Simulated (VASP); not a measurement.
Runs of VASP 6.6.1 on Al. The structure is that of space group I4/mmm (No. 139), or close to it. The cells are those of the table. 

```tsv
task	level	cell	k mesh	cutoff (eV)	smearing	grid for exact exchange (PRECFOCK)	share of exact exchange	gap on the mesh (eV)	pressure (GPa)
single point	PBEsol-based global hybrid	a = 2.788, b = 2.801 Å, angles 111.7, 100.7, 116.0°, 1 atom	6 × 6 × 6	520	fermi-dirac 0.05 eV	Normal	0.25	none	0.0
single point	PBE	a = 2.824, b = 2.645, c = 2.800 Å, angles 110.8, 108.3, 109.4°, 1 atom	19 × 20 × 19	520	methfessel-paxton 0.1 eV	-	-	none	4.4
relaxation of cell and atoms	PBEsol-based global hybrid	relaxed from a = 2.824, b = 2.645, c = 2.800 Å, angles 110.8, 108.3, 109.4°, 1 atom	6 × 6 × 6	600	fermi-dirac 0.05 eV	Normal	0.25	none	0.0
single point	PBE	a = 2.824, b = 2.645, c = 2.800 Å, angles 110.8, 108.3, 109.4°, 1 atom	16 × 17 × 16	520	methfessel-paxton 0.1 eV	-	-	none	(a)
```

Alike in all rows: potentials or basis VASP PAW PBE potentials, release 64 (Al); no spin polarisation.

Q: Estimate the missing entries.

A: (a) 4.5.

Caveats: some runs use coarse meshes; the PAW data sets were made with another functional, which shifts forces and pressure a little (some runs).

A gap of «none» marks levels without a gap at the run's occupations.
